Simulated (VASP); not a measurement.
Input of a VASP 6.6.1 run:

INCAR

```
SYSTEM = K
PREC     = Accurate       ! precision mode
ENCUT    = 520            ! plane-wave cutoff, eV
EDIFF    = 1E-7           ! SCF threshold, eV
ISMEAR   = 0              ! smearing method
SIGMA    = 0.1            ! smearing width, eV
LREAL    = .FALSE.        ! projectors in reciprocal space
LASPH    = .TRUE.         ! aspherical terms in the spheres
NELM     = 100            ! most SCF steps
ALGO     = Normal         ! electronic algorithm
ISIF     = 2              ! what is computed and relaxed
LWAVE    = .FALSE.        ! write WAVECAR
LCHARG   = .FALSE.        ! write CHGCAR
GGA      = PS             ! functional
NBANDS   = 10             ! bands
```

File KPOINTS:

```
regular mesh
0
G
  12 12 12
  0 0 0
```

Contents of POSCAR:

```
K
1.0
   -2.6383680190      2.6383680190      2.6383680190
    2.6383680190     -2.6383680190      2.6383680190
    2.6383680190      2.6383680190     -2.6383680190
K
1
Direct
    0.0000000000      0.0000000000      0.0000000000
```

Potentials or basis: VASP PAW PBE potentials, release 64 (K_sv).

Run with:

```console
$ cat potpaw_PBE.64/K_sv/POTCAR > POTCAR
$ mpirun -np 1 vasp_std > vasp.out
```

Estimate the pressure.

-0.1 GPa.

Caveat: the PAW data sets were made with another functional, which shifts forces and pressure a little.
